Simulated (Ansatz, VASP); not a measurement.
# Sb in VASP and in Ansatz

Contents of POSCAR:

```
Sb
1.0
    3.3545324186      0.0000000000      0.0000000000
   -1.6772662093      2.9051102923      0.0000000000
    0.0000000000      0.0000000000      5.4701606500
Sb
2
Direct
    0.6666666667      0.3333333333      0.7500000000
    0.3333333333      0.6666666667      0.2500000000
```

The input INCAR.step1:

```
SYSTEM = Sb
ALGO = Normal
EDIFF = 1E-5
ENCUT = 520
GGA = PE
ISIF = 2
ISMEAR = -1
LASPH = .True.
LCHARG = .False.
LREAL = .False.
LWAVE = .True.
NBANDS = 12
NELM = 100
PREC = Accurate
SIGMA = 0.05
```

Contents of INCAR.step2:

```
SYSTEM = Sb
AEXX = 0.3
ALGO = Normal
EDIFF = 1E-7
ENCUT = 520
GGA = PE
HFSCREEN = 0.2
ISIF = 2
ISMEAR = -1
ISTART = 1
LASPH = .True.
LCHARG = .False.
LHFCALC = .True.
LREAL = .False.
LWAVE = .False.
NBANDS = 12
NELM = 100
PREC = Accurate
PRECFOCK = Normal
SIGMA = 0.05
```

KPOINTS

```
k-points
0
Gamma
  5 5 3
  0 0 0
```

input.yaml

```yaml
crystal:
  lattice:
    - [3.3545324186, 0.0, 0.0]
    - [-1.6772662093, 2.9051102923, 0.0]
    - [0.0, 0.0, 5.47016065]
  atoms:
    - { symbol: Sb, position: [0.6666666667, 0.3333333333, 0.75] }
    - { symbol: Sb, position: [0.3333333333, 0.6666666667, 0.25] }
hamiltonian:
  xc: { exchange: pbe, correlation: pbe, exx: { coeff: 0.3, omega: 0.2 } }
  pseudopotentials: { kind: paw }
kpoints:
  mp_grid: { grid: [5, 5, 3] }
scf:
  occupations: { method: fermi_dirac, width: 0.05 }
output:
  forces: true
  stress: true
  eigenvalues: true
  write_density: true
  write_potential: true
  elf: true
  volumetric_format: npy
```

Alike in both runs: task single point; functional PBE-based screened hybrid with a share of 0.3 of exact exchange and HFSCREEN = 0.2; k mesh 5 × 5 × 3; occupations fermi-dirac, width 0.05 eV; no spin polarisation.

|  | VASP | Ansatz |
| --- | --- | --- |
| version | VASP 6.6.1 | Ansatz 0.2.0 |
| potentials or method | VASP PAW PBE potentials, release 64 (Sb) | Ansatz PAW |
| plane-wave cutoff (eV) | 520 | 420 |
| valence electrons in the cell | 10 | 30 |

```csv
,VASP,Ansatz,Ansatz less VASP
gap on the k mesh at the Fermi level (eV),none,none,-
pressure (GPa),-3.8,-2.3,+1.44
"traceless stress, the component that is largest in VASP (GPa)",3.72,3.81,+0.087
```

VASP's potentials were made for PBE, not for PBE-based screened hybrid. A gap of «none» marks a metal or a gap that the smearing closes. The functional is the same, so the differences come from potentials, cutoffs and numerics. VASP's potentials hold 10 valence electrons a cell and Ansatz's 30, so a difference there can come from the potentials and not from the codes.

The k mesh is coarse, so the values compare programs but aren't converged. Neither program's run includes spin-orbit coupling.
